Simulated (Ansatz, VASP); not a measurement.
## C in VASP and in Ansatz

```
CELL_PARAMETERS angstrom
2.55030 0.00000 0.00000
-1.27515 2.20862 0.00000
0.00000 0.00000 12.29180
ATOMIC_POSITIONS crystal
C 0.00000 0.00000 0.18686
C 0.00000 0.00000 0.68686
C 0.00000 0.00000 0.31314
C 0.00000 0.00000 0.81314
C 0.33333 0.66667 0.52077
C 0.66667 0.33333 0.02077
C 0.33333 0.66667 0.97923
C 0.66667 0.33333 0.47923
C 0.33333 0.66667 0.64506
C 0.66667 0.33333 0.14506
C 0.33333 0.66667 0.85494
C 0.66667 0.33333 0.35494
```

Alike in both runs: task single point; functional LDA; k mesh 12 × 12 × 2; occupations gaussian, width 0.05 eV; no spin polarisation.

```csv
,VASP,Ansatz
version,VASP 6.6.1,Ansatz 0.2.0
potentials or method,"VASP PAW LDA potentials, release 64 (C), cutoff 520 eV","scalar-relativistic, plane waves, PAW"
valence electrons in the cell,48,48
```

|  | VASP | Ansatz | Ansatz less VASP |
| --- | --- | --- | --- |
| gap on the k mesh at the Fermi level (eV) | 4.18 | 4.19 | +0.011 |
| least direct gap on the mesh (eV) | 5.04 | 5.04 | +0.002 |
| pressure (GPa) | -18.0 | -19.5 | -1.46 |
| traceless stress, the component that is largest in VASP (GPa) | 17.55 | 17.46 | -0.089 |
| rms of the force components (eV/Å) | 0.048 | 0.045 | -0.0035 |

Ansatz warns that its potentials were made for another functional, while VASP's fit it. LDA's correlation is that of Perdew and Zunger in VASP and of Perdew and Wang (1992) in Ansatz. Atom by atom the forces differ by 0.004 eV/Å (rms over components).
